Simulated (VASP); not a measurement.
Here is a VASP 6.6.1 calculation.

Contents of INCAR:

```
SYSTEM = Sr
PREC = Accurate
ENCUT = 520
EDIFF = 1E-7
ISMEAR = 0
SIGMA = 0.03
LREAL = .False.
LASPH = .True.
NELM = 80
ALGO = Normal
ISIF = 2
LWAVE = .False.
LCHARG = .False.
GGA = PS
NBANDS = 11
```

The input KPOINTS:

```
regular mesh
0
Gamma
  10 10 10
  0 0 0
```

The input POSCAR:

```
Sr
1.0
    0.0000000000      3.1640440000      2.9206560000
    3.1640440000      0.0000000000      2.9206560000
    3.1640440000      3.1640440000      0.0000000000
Sr
1
Direct
    0.0000000000      0.0000000000      0.0000000000
```

Potentials or basis: VASP PAW PBE potentials, release 64 (Sr_sv).

Run with:

```sh
$ cat potpaw_PBE.64/Sr_sv/POTCAR > POTCAR
$ mpirun -np 1 vasp_std > vasp.out
```

(1) Predict the band gap on the k mesh.

(2) Predict the pressure.

## Answers

(1) zero (band 5 reaches 1.39 eV, above the bottom of band 6 at 1.30 eV).

(2) -1.2 GPa.

Caveat: the cell differs from its parent crystal (strain +0.040 along x and y, -0.040 along z); the PAW data sets were made with another functional, which shifts forces and pressure a little.
